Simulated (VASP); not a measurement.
# Ga (C2/c) in VASP: further runs, part 2 of 2

VASP 6.6.1.

## (5) Single point, PBE (volume scaled by 1.025)

The input, INCAR:

```
SYSTEM = Ga
PREC = Accurate ; ENCUT = 520
EDIFF = 1E-7 ; ISMEAR = -1
SIGMA = 0.03 ; LREAL = .False.
LASPH = .True. ; NELM = 80
ALGO = Normal ; ISIF = 2
LWAVE = .False. ; LCHARG = .False.
GGA = PE ; NBANDS = 20
```

The input, KPOINTS:

```
Automatic mesh
0
Gamma
  14 14 11
  0 0 0
```

The input, POSCAR:

```
Ga
1.0
    1.3944302704     -4.0597783686      0.0000000000
    1.3944302704      4.0597783686      0.0000000000
   -0.1184207052      0.0000000000      3.3574513307
Ga
2
Direct
    0.8690000000      0.1310000000      0.2500000000
    0.1310000000      0.8690000000      0.7500000000
```

Potentials or basis: VASP PAW PBE potentials, release 64 (Ga_d).

On the command line:

```bash
cat potpaw_PBE.64/Ga_d/POTCAR > POTCAR
mpirun -np 1 vasp_std > vasp.out
```

OUTCAR:

```text
SYSTEM = Ga
   PREC = Accurate
   ENCUT = 520
   EDIFF = 1E-7
   ISMEAR = -1
   LREAL = .False.
   LASPH = .True.
   NELM = 80
   ISIF = 2
   GGA = PE

 ion  position               nearest neighbor table
   1  0.869  0.131  0.250-   2 2.71   2 2.71   2 2.89   2 2.89
   2  0.131  0.869  0.750-   1 2.71   1 2.71   1 2.89   1 2.89

  LATTYP: Found a base centered monoclinic cell.
 ALAT       =     2.7888605408
 B/A-ratio  =     2.9114244396
 C/A-ratio  =     1.2046278548
 COS(beta)  =    -0.0352490928

  Lattice vectors:

 A1 = (   1.3944302704,  -4.0597783686,   0.0000000000)
 A2 = (   1.3944302704,   4.0597783686,   0.0000000000)
 A3 = (  -0.1184207052,   0.0000000000,   3.3574513307)

Analysis of symmetry for initial positions (statically):
=====================================================================
 Subroutine PRICEL returns:
 Original cell was already a primitive cell.

 Routine SETGRP: Setting up the symmetry group for a
 base centered monoclinic supercell.
[... 153 lines left out ...]
  energy-cutoff  :      520.00
  volume of cell :       38.01
 maximum number of plane-waves:      1041
   NGX = 15   NGY = 15   NGZ = 13

 number of electron      26.0000011 magnetization

 Free energy of the ion-electron system (eV)
  ---------------------------------------------------
  ext. energy  EPLUGINS =         0.00000000
  ---------------------------------------------------
  free energy    TOTEN  =        -5.77848098 eV

  energy without entropy =       -5.77663778  energy(sigma->0) =       -5.77755938

 E-fermi :   5.4292     XC(G=0): -10.9349

 val. band max:        5.4273919995   @ k =   0.0000   0.0000   0.3636
 cond. band min:       5.4332767790   @ k =   0.3571   0.3571   0.1818
 fundamental gap:      0.0058847795
 Fermi energy:         5.4292402036

 k-point     1 :       0.0000    0.0000    0.0000
  band No.  band energies     occupation
      1      -9.6989      2.00000
      2      -9.6884      2.00000
      3      -9.6563      2.00000
      4      -9.6306      2.00000
      5      -9.3762      2.00000
      6      -9.3744      2.00000
[... 541 lines left out ...]
     19      16.5342      0.00000
     20      17.6346      0.00000

 [... further k-points ...]
[... 5 lines left out ...]
  --------------------------------------------------------------------------------------
  -------------------------------------------------------------------------------------
  Total        0.1380507      0.1596455      0.0872409      0.0000000      0.0000000     -0.0146311
  in kB        5.8184899      6.7286573      3.6769870      0.0000000      0.0000000     -0.6166626
  external PRESSURE =       5.4080447 kB  Pullay stress =       0.0000000 kB

 VOLUME and BASIS-vectors are now :
 -----------------------------------------------------------------------------
  energy-cutoff  :      520.00
  volume of cell :       38.01
      direct lattice vectors                 reciprocal lattice vectors
     1.394430270 -4.059778369  0.000000000     0.358569382 -0.123159433  0.012647105
     1.394430270  4.059778369  0.000000000     0.358569382  0.123159433  0.012647105
    -0.118420705  0.000000000  3.357451331     0.000000000  0.000000000  0.297844973

 POSITION                                       TOTAL-FORCE (eV/Angst)
 -----------------------------------------------------------------------------------
      1.36483     -2.99612      0.83936         0.000000      0.177626     -0.000000
      1.30561      2.99612      2.51809        -0.000000     -0.177626      0.000000
 -----------------------------------------------------------------------------------
    total drift:                                0.000000      0.000000     -0.000000

  FREE ENERGIE OF THE ION-ELECTRON SYSTEM (eV)
  ---------------------------------------------------
  free  energy   TOTEN  =        -5.7784809751 eV

  energy  without entropy=       -5.7766377823  energy(sigma->0) =       -5.77755938
```

OSZICAR:

```text
N       E                     dE             d eps       ncg     rms          rms(c)
DAV:   1     0.131958538632E+03    0.13196E+03   -0.13251E+04 24416   0.245E+03
DAV:   2     0.566278066507E+01   -0.12630E+03   -0.12322E+03 24100   0.385E+02
DAV:   3    -0.565571223071E+01   -0.11318E+02   -0.11262E+02 26112   0.945E+01
DAV:   4    -0.582578141588E+01   -0.17007E+00   -0.16999E+00 26724   0.128E+01
DAV:   5    -0.582864385246E+01   -0.28624E-02   -0.28623E-02 26440   0.163E+00    0.137E+00
DAV:   6    -0.578693428864E+01    0.41710E-01   -0.85753E-02 31556   0.476E+00    0.711E-01
DAV:   7    -0.577929340014E+01    0.76409E-02   -0.17266E-02 33112   0.178E+00    0.198E-01
DAV:   8    -0.577846304162E+01    0.83036E-03   -0.21988E-03 25424   0.644E-01    0.190E-02
DAV:   9    -0.577847994857E+01   -0.16907E-04   -0.10454E-04 26252   0.102E-01    0.762E-03
DAV:  10    -0.577848106989E+01   -0.11213E-05   -0.75957E-06 26164   0.319E-02    0.201E-03
DAV:  11    -0.577848097507E+01    0.94825E-07   -0.98082E-07 27332   0.118E-02
   1 F= -.57784810E+01 E0= -.57775594E+01  d E =-.184319E-02
```

stdout:

```text
POSCAR found type information on POSCAR Ga
 POSCAR found :  1 types and       2 ions
 scaLAPACK will be used
 LDA part: xc-table for (Slater+PW92), standard interpolation
 POSCAR, INCAR and KPOINTS ok, starting setup
 FFT: planning ... GRIDC
 FFT: planning ... GRID_SOFT
 FFT: planning ... GRID
 WAVECAR not read
 entering main loop
```

Wall time 8 min (1 thread of Oxide Virtual Turin-like, shared host); peak memory 0.41 GiB.

What came out:

* Free energy: -5.7785 eV
* Pressure: 0.5 GPa
* Largest force: 0.178 eV/Å
* Band gap on the k mesh: zero (band 13 reaches 9.36 eV, above the bottom of band 14 at 1.54 eV)

Forces on the atoms (eV/Å):
```
Ga   0.000  0.178  0.000
Ga   0.000 -0.178  0.000
```

Stress tensor (GPa, compression positive):
```
 0.58  0.00 -0.06
 0.00  0.67  0.00
-0.06  0.00  0.37
```

Levels at points of the mesh, in eV from the Fermi level:
| k point | band 11 | band 12 | band 13 | band 14 | band 15 | band 16 |
| --- | --- | --- | --- | --- | --- | --- |
| (0.00, 0.00, 0.00) | -11.04 | -2.02 | -1.70 | 1.62 | 5.39 | 9.51 |
| (0.50, 0.00, 0.00) | -6.00 | -4.92 | -1.30 | -0.04 | 5.66 | 6.44 |
| (0.50, 0.50, 0.00) | -8.96 | -8.46 | 3.94 | 4.50 | 5.67 | 5.90 |

## (6) Single point, PBE (volume scaled by 1.05)

The input, INCAR:

```
SYSTEM = Ga
  ALGO = Normal
  EDIFF = 1E-7
  ENCUT = 520
  GGA = PE
  ISIF = 2
  ISMEAR = -1
  LASPH = .True.
  LCHARG = .False.
  LREAL = .False.
  LWAVE = .False.
  NBANDS = 20
  NELM = 100
  PREC = Accurate
  SIGMA = 0.03
```

The input, KPOINTS:

```
k-points
0
Gamma
  14 14 11
  0 0 0
```

The input, POSCAR:

```
Ga
1.0
    1.4056761615     -4.0925199307      0.0000000000
    1.4056761615      4.0925199307      0.0000000000
   -0.1193757521      0.0000000000      3.3845287204
Ga
2
Direct
    0.8690000000      0.1310000000      0.2500000000
    0.1310000000      0.8690000000      0.7500000000
```

Potentials or basis: VASP PAW PBE potentials, release 64 (Ga_d).

On the command line:

```bash
cat potpaw_PBE.64/Ga_d/POTCAR > POTCAR
mpirun -np 1 vasp_std > vasp.out
```

OUTCAR:

```text
SYSTEM = Ga
   EDIFF = 1E-7
   ENCUT = 520
   GGA = PE
   ISIF = 2
   ISMEAR = -1
   LASPH = .True.
   LREAL = .False.
   NELM = 100
   PREC = Accurate

 ion  position               nearest neighbor table
   1  0.869  0.131  0.250-   2 2.73   2 2.73   2 2.91   2 2.91
   2  0.131  0.869  0.750-   1 2.73   1 2.73   1 2.91   1 2.91

  LATTYP: Found a base centered monoclinic cell.
 ALAT       =     2.8113523230
 B/A-ratio  =     2.9114244396
 C/A-ratio  =     1.2046278548
 COS(beta)  =    -0.0352490928

  Lattice vectors:

 A1 = (   1.4056761615,  -4.0925199307,   0.0000000000)
[... 190 lines left out ...]
      4      -9.8170      2.00000
      5      -9.5802      2.00000
      6      -9.5777      2.00000
[... 541 lines left out ...]
     19      16.0739      0.00000
     20      17.2339      0.00000

 [... further k-points ...]
[... 5 lines left out ...]
  --------------------------------------------------------------------------------------
  -------------------------------------------------------------------------------------
  Total       -0.1483077     -0.1332616     -0.2055836      0.0000000      0.0000000     -0.0115146
  in kB       -6.1019674     -5.4829138     -8.4585266      0.0000000      0.0000000     -0.4737584
  external PRESSURE =      -6.6811359 kB  Pullay stress =       0.0000000 kB

 VOLUME and BASIS-vectors are now :
 -----------------------------------------------------------------------------
  energy-cutoff  :      520.00
  volume of cell :       38.94
      direct lattice vectors                 reciprocal lattice vectors
     1.405676161 -4.092519931  0.000000000     0.355700704 -0.122174115  0.012545924
     1.405676161  4.092519931  0.000000000     0.355700704  0.122174115  0.012545924
    -0.119375752  0.000000000  3.384528720     0.000000000  0.000000000  0.295462111

 POSITION                                       TOTAL-FORCE (eV/Angst)
 -----------------------------------------------------------------------------------
      1.37583     -3.02028      0.84613        -0.000000      0.163662     -0.000000
      1.31614      3.02028      2.53840         0.000000     -0.163662      0.000000
 -----------------------------------------------------------------------------------
    total drift:                                0.000000      0.000000     -0.000000

  FREE ENERGIE OF THE ION-ELECTRON SYSTEM (eV)
  ---------------------------------------------------
  free  energy   TOTEN  =        -5.7780180238 eV

  energy  without entropy=       -5.7761387140  energy(sigma->0) =       -5.77707837
```

OSZICAR:

```text
N       E                     dE             d eps       ncg     rms          rms(c)
DAV:   1     0.131493754251E+03    0.13149E+03   -0.13253E+04 24396   0.243E+03
DAV:   2     0.570112099363E+01   -0.12579E+03   -0.12264E+03 23900   0.382E+02
DAV:   3    -0.564839585817E+01   -0.11350E+02   -0.11290E+02 26292   0.945E+01
DAV:   4    -0.582282585203E+01   -0.17443E+00   -0.17433E+00 26620   0.129E+01
DAV:   5    -0.582576432646E+01   -0.29385E-02   -0.29383E-02 26772   0.165E+00    0.132E+00
DAV:   6    -0.578599954403E+01    0.39765E-01   -0.82570E-02 31600   0.460E+00    0.690E-01
DAV:   7    -0.577876882888E+01    0.72307E-02   -0.16810E-02 32820   0.172E+00    0.194E-01
DAV:   8    -0.577799990357E+01    0.76893E-03   -0.21433E-03 25372   0.632E-01    0.188E-02
DAV:   9    -0.577801702421E+01   -0.17121E-04   -0.10148E-04 26304   0.101E-01    0.738E-03
DAV:  10    -0.577801816946E+01   -0.11453E-05   -0.76745E-06 26288   0.324E-02    0.192E-03
DAV:  11    -0.577801806241E+01    0.10705E-06   -0.95072E-07 27248   0.115E-02    0.527E-04
DAV:  12    -0.577801802380E+01    0.38609E-07   -0.82194E-08 14940   0.380E-03
   1 F= -.57780180E+01 E0= -.57770784E+01  d E =-.187931E-02
```

stdout:

```text
POSCAR found type information on POSCAR Ga
 POSCAR found :  1 types and       2 ions
 scaLAPACK will be used
 LDA part: xc-table for (Slater+PW92), standard interpolation
 POSCAR, INCAR and KPOINTS ok, starting setup
 FFT: planning ... GRIDC
 FFT: planning ... GRID_SOFT
 FFT: planning ... GRID
 WAVECAR not read
 entering main loop
```

Wall time 6.7 min (1 thread of Oxide Virtual Turin-like, shared host); peak memory 0.42 GiB.

Results:

| Item | Value |
| --- | --- |
| Free energy | -5.7780 eV |
| Pressure | -0.7 GPa |
| Largest force | 0.164 eV/Å |
| Band gap on the k mesh | zero (band 13 reaches 9.09 eV, above the bottom of band 14 at 1.42 eV) |

Forces in eV/Å, atoms in the order of the input:
```
Ga   0.000  0.164  0.000
Ga   0.000 -0.164  0.000
```

Levels at points of the mesh, in eV from the Fermi level:
| k point | band 9 | band 10 | band 11 | band 12 | band 13 | band 14 | band 15 | band 16 | band 17 | band 18 |
| --- | --- | --- | --- | --- | --- | --- | --- | --- | --- | --- |
| (0.00, 0.00, 0.00) | -14.74 | -14.62 | -10.86 | -1.95 | -1.77 | 1.62 | 5.36 | 9.34 | 9.79 | 10.04 |
| (0.50, 0.00, 0.00) | -14.68 | -14.64 | -5.95 | -4.82 | -1.24 | -0.08 | 5.55 | 6.31 | 8.16 | 8.84 |
| (0.50, 0.50, 0.00) | -14.71 | -14.68 | -8.81 | -8.33 | 3.89 | 4.44 | 5.54 | 5.77 | 7.30 | 10.71 |

## (7) Overview

```tsv
cell	gap on the mesh (eV)	pressure (GPa)	largest force (eV/Å)
a = 4.257, b = 4.257, c = 3.432 Å, angles 90.6, 90.6, 142.1°, 2 atoms	none	0.3	0.14
a = 4.200, b = 4.200, c = 3.287 Å, angles 90.7, 90.7, 142.1°, 2 atoms	none	4.6	0.21
a = 4.243, b = 4.243, c = 3.321 Å, angles 90.7, 90.7, 142.1°, 2 atoms	none	2.5	0.19
a = 4.293, b = 4.293, c = 3.360 Å, angles 90.7, 90.7, 142.1°, 2 atoms	none	0.5	0.18
a = 4.327, b = 4.327, c = 3.387 Å, angles 90.7, 90.7, 142.1°, 2 atoms	none	-0.7	0.16
```

Alike in all rows: task single point; level PBE; potentials or basis VASP PAW PBE potentials, release 64 (Ga_d); no spin polarisation; k mesh 14 × 14 × 11; cutoff (eV) 520; smearing fermi-dirac 0.03 eV.

Absolute energies hang on the potentials; compare differences alone.
